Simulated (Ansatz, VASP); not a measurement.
LiBe4 in VASP and in Ansatz

```
CELL_PARAMETERS angstrom
1.78738 -1.27210 0.24194
1.78738 1.27210 0.24194
0.37216 0.00000 9.62489
ATOMIC_POSITIONS crystal
Li 0.00000 0.00000 0.00000
Be 0.60072 0.60072 0.78354
Be 0.22822 0.22822 0.59486
Be 0.77178 0.77178 0.40514
Be 0.39928 0.39928 0.21646
```

Change from the starting cell: species swapped into the AlAu4 type (C2/m, No. 12).

Alike in both runs: functional PBE; k mesh 7 × 7 × 2; occupations gaussian, width 0.2 eV; no spin polarisation.

Ansatz relaxed the structure, and its values are those at the end. VASP's run is a single point on that final structure, the one shown.

|  | VASP | Ansatz |
| --- | --- | --- |
| version | VASP 6.6.1 | Ansatz 0.2.0 |
| potentials or method | VASP PAW PBE potentials, release 64 (Li_sv, Be), cutoff 750 eV | scalar-relativistic, plane waves, PAW |
| valence electrons in the cell | 11 | 11 |

|  | VASP | Ansatz | Ansatz less VASP |
| --- | --- | --- | --- |
| gap on the k mesh at the Fermi level (eV) | none | none | - |
| pressure (GPa) | 0.5 | 0.5 | -0.02 |
| rms of the force components (eV/Å) | 0.028 | 0.028 | +0.0001 |

A gap of «none» marks a metal or a gap that the smearing closes. The functional is the same, so the differences come from potentials, cutoffs and numerics.

The k mesh is coarse, so the values compare programs but aren't converged.
